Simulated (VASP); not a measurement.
Write the native input for VASP 6.6.1 that does the following.

```yaml
Task: single point
Functional: PBE
Potentials_or_basis: VASP PAW PBE potentials, release 64 (C, O)
Cutoff: 520 eV
k_mesh: 6 × 6 × 6
Occupations: gaussian, width 0.1 eV
Spin: no spin polarisation
Dipole_correction: no
Further_INCAR_settings: ALGO = Normal; EDIFF = 1e-06; NBANDS = 15
```

The structure of CO2 lies in POSCAR:

```
CO2
1.0
    0.0000000000      2.2778525687      2.2778525687
    2.2778525687      0.0000000000      2.2778525687
    2.2778525687      2.2778525687      0.0000000000
C O
1 2
Direct
    0.0000000000      0.0000000000      0.0000000000
    0.2500000000      0.2500000000      0.2500000000
    0.7500000000      0.7500000000      0.7500000000
```

This cell differs from its parent crystal: Sn replaced by C, lengths x 0.861, strained.

One way to write it, as run:

INCAR

```
PREC = Accurate
ENCUT = 520
EDIFF = 1E-6
ISMEAR = 0
SIGMA = 0.1
LREAL = F
LASPH = T
NELM = 80
ALGO = Normal
ISIF = 2
LWAVE = F
LCHARG = F
GGA = PE
NBANDS = 15
```

KPOINTS

```
regular mesh
0
Gamma
  6 6 6
```

Potentials or basis: VASP PAW PBE potentials, release 64 (C, O).

Run with:

```console
$ cat potpaw_PBE.64/C/POTCAR potpaw_PBE.64/O/POTCAR > POTCAR
$ mpirun -np 1 vasp_std > vasp.out
```

Results of the run:

```
Pressure               : -5.9 GPa
Band gap on the k mesh : zero (bands 8 and 9 overlap by 2.71 eV)
```

Caveat: the k points lie up to 0.40 Å⁻¹ apart, too coarse for converged energies and pressures of a metal; the cell differs from its parent crystal (Sn replaced by C, lengths x 0.861, strained).

Run time: 4.9 s on 1 thread of AMD EPYC 7R13 Processor (Zen 3), on a shared host, peak memory 0.1 GiB.
